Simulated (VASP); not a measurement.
Runs of VASP 6.6.1 on CdSe. The structure is that of space group R3m (No. 160), or close to it. The cells are those of the table. 

| cell | gap on the mesh (eV) | pressure (GPa) | largest force (eV/Å) |
| --- | --- | --- | --- |
| a = 4.641, b = 4.641, c = 4.297 Å, angles 57.3, 57.3, 60.0°, 2 atoms | 0.54 | (a) | 0.89 |
| a = 4.283, b = 4.283, c = 4.656 Å, angles 62.6, 62.6, 60.0°, 2 atoms | 0.37 | -1.0 | 0.26 |
| a = 4.354, b = 4.354, c = 4.733 Å, angles 62.6, 62.6, 60.0°, 2 atoms | 0.32 | -2.6 | 0.10 |
| a = 4.423, b = 4.423, c = 4.808 Å, angles 62.6, 62.6, 60.0°, 2 atoms | 0.28 | -3.9 | (b) |
| a = 4.501, b = 4.501, c = 4.272 Å, angles 58.2, 58.2, 60.0°, 2 atoms | 0.55 | 0.8 | 0.66 |

Alike in all rows: task single point; level PBE; potentials or basis VASP PAW PBE potentials, release 64 (Cd, Se); no spin polarisation; k mesh 10 × 10 × 10; cutoff (eV) 520; smearing gaussian 0.05 eV.

Q: Estimate the missing entries.

A: (a) -0.8; (b) 0.03.

A k mesh can miss the band edges, and the runs leave out spin-orbit coupling on Cd, Se.
